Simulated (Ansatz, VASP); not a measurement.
**Two plane-wave programs on AgCl**

```
Ag Cl
1.0
     0.00000    2.82861    2.77315
     2.77315    0.00000    2.77315
     2.77315    2.82861    0.00000
Ag Cl
1 1
Direct
  0.50000 0.50000 0.50000
  0.00000 0.00000 0.00000
```

Change from the starting cell: strain +0.0200 x Voigt [0, 1, 0, 0, 0, 0], atoms carried along.

Alike in both runs: task single point; functional PBE; k mesh 8 × 8 × 8; occupations gaussian, width 0.05 eV; no spin polarisation.

|  | VASP | Ansatz |
| --- | --- | --- |
| version | VASP 6.6.1 | Ansatz 0.2.0 |
| potentials or method | VASP PAW PBE potentials, release 64 (Ag, Cl), cutoff 520 eV | scalar-relativistic, plane waves, PAW |
| valence electrons in the cell | 18 | 26 |

Ansatz gave:

* gap on the k mesh at the Fermi level (eV): 0.86
* least direct gap on the mesh (eV): 3.12
* pressure (GPa): 0.7
* traceless stress, the component that is largest in VASP (GPa): -0.26

Task: Which values does VASP return?

Result: gap on the k mesh at the Fermi level (eV): 0.86; least direct gap on the mesh (eV): 3.12; pressure (GPa): 0.6; traceless stress, the component that is largest in VASP (GPa): -0.25.

VASP's potentials hold 18 valence electrons a cell and Ansatz's 26, so a difference there can come from the potentials and not from the codes.
